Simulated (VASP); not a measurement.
A run of VASP 6.6.1:

INCAR

```
  PREC = Accurate
  ENCUT = 500
  EDIFF = 1E-6
  ISMEAR = -1
  SIGMA = 0.02
  LREAL = False
  LASPH = True
  NELM = 120
  ALGO = Normal
  ISIF = 2
  LWAVE = False
  LCHARG = False
  GGA = CA
  NBANDS = 50
  GGA_COMPAT = False
```

File KPOINTS:

```
regular mesh
0
Gamma
  4 8 6
```

Contents of POSCAR:

```
SnS
1.0
   10.9759872109      0.0000000000      0.0000000000
    0.0000000000      3.9534076340      0.0000000000
    0.0000000000      0.0000000000      4.1839948082
Sn S
4 4
Direct
    0.1178647871      0.2500000000      0.1092312858
    0.3821352129      0.7500000000      0.6092312858
    0.6178647871      0.2500000000      0.3907687142
    0.8821352129      0.7500000000      0.8907687142
    0.8539381377      0.2500000000      0.4738952753
    0.6460618623      0.7500000000      0.9738952753
    0.3539381377      0.2500000000      0.0261047247
    0.1460618623      0.7500000000      0.5261047247
```

Potentials or basis: VASP PAW LDA potentials, release 64 (Sn_d, S).

Command:

```bash
$ cat potpaw_LDA.64/Sn_d/POTCAR potpaw_LDA.64/S/POTCAR > POTCAR
$ mpirun -np 1 vasp_std > vasp.out
```

Hardware: 1 thread of AMD EPYC 7R13 Processor (Zen 3) (shared host).

Problem. How long does it take, and how much memory?

Solution. Run time: 5.3 min on 1 thread of AMD EPYC 7R13 Processor (Zen 3), on a shared host, peak memory 0.43 GiB. Counts: scf iterations 13, k points 60.
